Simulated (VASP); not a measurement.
Wanted: the native input for a VASP 6.6.1 run.

- Task: electric field gradients
- Functional: LDA
- Potentials or basis: VASP PAW LDA potentials, release 64 (W_sv, S)
- Cutoff: 520 eV
- k mesh: 13 × 13 × 13
- Occupations: fermi-dirac, width 0.08 eV
- Spin: no spin polarisation
- Dipole correction: no
- Further INCAR settings: ALGO = Normal; EDIFF = 1e-08; NBANDS = 20

The structure of WS2 lies in POSCAR:

```
WS2
1.0
    1.5790003843      0.9116362969      6.3482299000
   -1.5790003843      0.9116362969      6.3482299000
    0.0000000000     -1.8232725938      6.3482299000
W S
1 2
Direct
    0.0000000000      0.0000000000      0.0000000000
    0.7503000000      0.7503000000      0.7503000000
    0.5810000000      0.5810000000      0.5810000000
```

This cell differs from its parent crystal: zz strain of +3 %.

The input as run:

INCAR

```
  PREC = Accurate
  ENCUT = 520
  EDIFF = 1E-8
  ISMEAR = -1
  SIGMA = 0.08
  LREAL = False
  LASPH = True
  NELM = 60
  ALGO = Normal
  ISIF = 2
  LWAVE = False
  LCHARG = False
  LEFG = True
  NBANDS = 20
```

KPOINTS

```
regular mesh
0
Gamma
  13 13 13
```

Potentials or basis: VASP PAW LDA potentials, release 64 (W_sv, S).

The run is started by

```console
$ cat potpaw_LDA.64/W_sv/POTCAR potpaw_LDA.64/S/POTCAR > POTCAR
$ mpirun -np 1 vasp_std > vasp.out
```

It gave:

The pressure is -8.0 GPa and the largest force is 1.355 eV/Å. The band gap on the k mesh is 1.10 eV (least direct gap 2.18 eV) and the largest electric field gradient by atom is W -136.7; S -41.1, -33.1 V/Å².

Caveat: the cell differs from its parent crystal (zz strain of +3 %); the stress differs along the axes, from -11 to -6 GPa; without QUAD_EFG the Cq values of the log hold for a quadrupole moment of 1 mb, not for the nuclei; spin-orbit coupling is left out, which moves the levels of the heavy elements; forces of over 1 eV/Å act on the atoms, so gaps and moduli don't describe the material at rest.

Wall time 20 min on 1 thread of Intel Xeon 8259CL (shared host), peak memory 0.44 GiB.
